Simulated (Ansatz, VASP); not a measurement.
One calculation of GaP, two programs

```
Ga P
1.0
     0.00000    2.72525    2.72525
     2.72525    0.00000    2.72525
     2.72525    2.72525    0.00000
Ga P
1 1
Direct
  0.00000 0.00000 0.00000
  0.75000 0.75000 0.75000
```

Alike in both runs: task relaxation of cell and atoms; functional PBE; k mesh 8 × 8 × 8; occupations fermi-dirac, width 0.05 eV; no spin polarisation.

|  | VASP | Ansatz |
| --- | --- | --- |
| version | VASP 6.6.1 | Ansatz 0.2.0 |
| potentials or method | VASP PAW PBE potentials, release 64 (Ga, P) | Ansatz PAW |
| plane-wave cutoff (eV) | 580 | 420 |
| valence electrons in the cell | 8 | 18 |

```csv
,VASP,Ansatz,Ansatz less VASP
"gap on the k mesh at the Fermi level, each at its own relaxed structure (eV)",1.52,1.58,+0.066
relaxed volume (Å³/atom),21.18,20.85,-0.327
relaxed cell length with the largest relative difference (Å),3.913,3.893,-0.0202
```

VASP's potentials hold 8 valence electrons a cell and Ansatz's 18, so a difference there can come from the potentials and not from the codes.

Noted on Ansatz's run: the plane-wave basis is chosen anew once the cell has moved, so the energies of steps on either side of that aren't comparable.
